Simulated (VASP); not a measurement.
A run of VASP 6.6.1:

The input INCAR:

```
SYSTEM = Si3H2C4
  PREC = Accurate
  ENCUT = 520
  EDIFF = 1E-6
  ISMEAR = 0
  SIGMA = 0.05
  LREAL = Auto
  LASPH = .True.
  NELM = 100
  ALGO = Normal
  ISIF = 2
  LWAVE = .False.
  LCHARG = .False.
  LDIPOL = .True.
  IDIPOL = 3
  DIPOL = 0.5 0.5 0.351
  GGA = PS
  IBRION = 2
  NSW = 50
  EDIFFG = -0.03
```

Contents of KPOINTS:

```
regular mesh
0
Gamma
  4 8 1
  0 0 0
```

Contents of POSCAR:

```
Si3H2C4
1.0
    6.1612406585      0.0000000000      0.0000000000
    0.0000000000      3.0806203293      0.0000000000
    0.0000000000      0.0000000000     20.0373883794
C Si H
8 6 4
Selective dynamics
Direct
    0.5000000000      0.5000000000      0.2321862369  F F F
    0.0000000000      0.5000000000      0.2321862369  F F F
    0.7500000000      0.0000000000      0.3408993827  F F F
    0.2500000000      0.0000000000      0.3408993827  F F F
    0.0000000000      0.5000000000      0.4599216050  T T T
    0.5000000000      0.5000000000      0.4412154331  T T T
    0.3878695791      0.0000000000      0.5467955156  T T F
    0.6121304209      0.0000000000      0.5467955156  T T F
    0.2500000000      0.5000000000      0.2865428098  F F F
    0.7500000000      0.5000000000      0.2865428098  F F F
    0.5000000000      0.0000000000      0.3915692722  T T T
    0.0000000000      0.0000000000      0.3995846483  T T T
    0.7234662979      0.5000000000      0.5059672534  T T T
    0.2765337021      0.5000000000      0.5059672534  T T T
    0.5000000000      0.2248963861      0.1983620084  F F F
    0.5000000000      0.7751036139      0.1983620084  F F F
    0.0000000000      0.7747262802      0.1982371399  F F F
    0.0000000000      0.2252737198      0.1982371399  F F F
```

Potentials or basis: VASP PAW PBE potentials, release 64 (C, Si, H).

Launch:

```bash
$ cat potpaw_PBE.64/C/POTCAR potpaw_PBE.64/Si/POTCAR potpaw_PBE.64/H/POTCAR > POTCAR
$ mpirun -np 1 vasp_std > vasp.out
```

Hardware: 1 thread of Intel(R) Xeon(R) Platinum 8259CL CPU @ 2.50GHz (Skylake/Cascade Lake) (shared host).

Task: How long does it take, and how much memory?

Result: It took 14 min on 1 thread of Intel(R) Xeon(R) Platinum 8259CL CPU @ 2.50GHz (Skylake/Cascade Lake), on a shared host, peak memory 0.53 GiB. Counts: scf iterations 37, k points 15, ion steps 3.
